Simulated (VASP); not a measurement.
Write the native input for VASP 6.6.1 that does the following.

- Task: single point
- Functional: PBE
- Potentials or basis: VASP PAW PBE potentials, release 64 (Eu, Sb)
- Cutoff: 520 eV
- k mesh: 8 × 8 × 6
- Occupations: gaussian, width 0.05 eV
- Spin: collinear spin, ferromagnetic start
- Starting moments: [7.42, 7.42, 0.0, 0.0] μB
- Dipole correction: no
- Further INCAR settings: ALGO = Normal; EDIFF = 1e-07; NBANDS = 34

The structure of EuSb lies in POSCAR:

```
EuSb
1.0
    4.8754388876      0.0000000000      0.0000000000
   -2.4377194438      4.2222539313      0.0000000000
    0.0000000000      0.0000000000      6.5780577383
Eu Sb
2 2
Direct
    0.3333333333      0.6666666667      0.2500000000
    0.6666666667      0.3333333333      0.7500000000
    0.0000000000      0.0000000000      0.0000000000
    0.0000000000      0.0000000000      0.5000000000
```

One way to write it, as run:

INCAR

```
SYSTEM = EuSb
PREC = Accurate ; ENCUT = 520
EDIFF = 1E-7 ; ISMEAR = 0
SIGMA = 0.05 ; LREAL = .FALSE.
LASPH = .TRUE. ; NELM = 150
ALGO = Normal ; ISIF = 2
LWAVE = .FALSE. ; LCHARG = .FALSE.
ISPIN = 2 ; MAGMOM = 7.42 7.42 0 0
LORBIT = 11 ; LMAXMIX = 6
GGA = PE ; NBANDS = 34
```

KPOINTS

```
Automatic mesh
0
G
  8 8 6
  0 0 0
```

Potentials or basis: VASP PAW PBE potentials, release 64 (Eu, Sb).

Launch:

```console
$ cat potpaw_PBE.64/Eu/POTCAR potpaw_PBE.64/Sb/POTCAR > POTCAR
$ mpirun -np 1 vasp_std > vasp.out
```

Results of the run:

| Property | Result |
| --- | --- |
| Pressure | 0.6 GPa |
| Net moment | 13.67 μB per cell |
| Site moments | Eu +6.53; Sb -0.05 μB |
| Valence electrons inside the program's atomic spheres | Eu 14.72; Sb 2.50 |

Run time: 11 min on 1 thread of Intel(R) Xeon(R) Platinum 8259CL CPU @ 2.50GHz (Skylake/Cascade Lake), on a shared host, peak memory 0.48 GiB.
